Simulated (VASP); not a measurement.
# NbIn2Se3: relaxation of cell and atoms with PBE

The system is NbIn2Se3.

```
CELL_PARAMETERS angstrom
4.30437 0.00000 0.00000
0.00000 4.30437 0.00000
0.00000 0.00000 8.55403
ATOMIC_POSITIONS crystal
Nb 0.50000 0.50000 0.00000
In 0.00000 0.50000 0.50000
In 0.50000 0.00000 0.50000
Se 0.00000 0.00000 0.62394
Se 0.00000 0.00000 0.37606
Se 0.00000 0.00000 0.00000
```

The cell was generated, and may not be a known phase.

```yaml
Program: VASP 6.6.1
Task: relaxation of cell and atoms
Functional: PBE
Potentials_or_basis: VASP PAW PBE potentials, release 64 (Nb_sv, In_d, Se)
Cutoff: 500 eV
k_mesh: 3 × 3 × 2
Occupations: gaussian, width 0.15 eV
Spin: no spin polarisation
Dipole_correction: no
Further_INCAR_settings: ALGO = Normal; EDIFF = 1e-07; IBRION = 2; EDIFFG = -0.08; NSW = 36; ISIF = 3
```

* Relaxed volume: 27.52 Å³/atom
* Relaxed cell: a = 3.937 Å, b = 3.937 Å, c = 10.650 Å, α = 90.00°, β = 90.00°, γ = 90.00°
* Space group after relaxing (to 0.1 Å): P4/mmm (No. 123)
* Pressure after relaxing: 0.0 GPa
* Largest force after relaxing: 0.017 eV/Å
* Band gap on the k mesh: zero (an odd number of electrons rules out a gap without spin polarisation)

Forces on the atoms (eV/Å):
```
Nb   0.000  0.000  0.000
In   0.000  0.000  0.000
In   0.000  0.000  0.000
Se   0.000  0.000  0.017
Se   0.000  0.000 -0.017
Se   0.000  0.000  0.000
```

Stress tensor (GPa, compression positive):
```
 0.05  0.00  0.00
 0.00  0.05  0.00
 0.00  0.00 -0.09
```

Final structure:
```
Nb In Se
1.0
     3.93734    0.00000    0.00000
     0.00000    3.93734    0.00000
     0.00000    0.00000   10.65032
Nb In Se
1 2 3
Cartesian
  1.9687 1.9687 0.0000
  0.0000 1.9687 5.3252
  1.9687 0.0000 5.3252
  0.0000 3.9373 7.4373
  0.0000 0.0000 3.2130
  0.0000 0.0000 0.0000
```

Levels at points of the mesh, in eV from the Fermi level:
```csv
k point,band 25,band 26,band 27,band 28,band 29,band 30,band 31,band 32,band 33,band 34
"(0.00, 0.00, 0.00)",-1.54,-1.25,-1.08,-1.08,-0.39,0.19,0.19,0.48,1.29,1.60
"(0.00, 0.00, 0.50)",-1.80,-0.94,-0.94,-0.39,-0.16,0.10,0.10,0.33,1.29,1.33
```

It took 15 min on 1 thread of Intel Xeon 8259CL (shared host), peak memory 0.27 GiB.

Caveat: the k points lie up to 0.53 Å⁻¹ apart in the final cell, too coarse for converged energies and pressures of a metal; a cell axis changed by over 15 % at a fixed basis, so the end point is rough; spin-orbit coupling is left out, which moves the levels of the heavy elements; this functional lacks dispersion, which binds layers or chains, so the pressure and a relaxed spacing across them are unreliable.
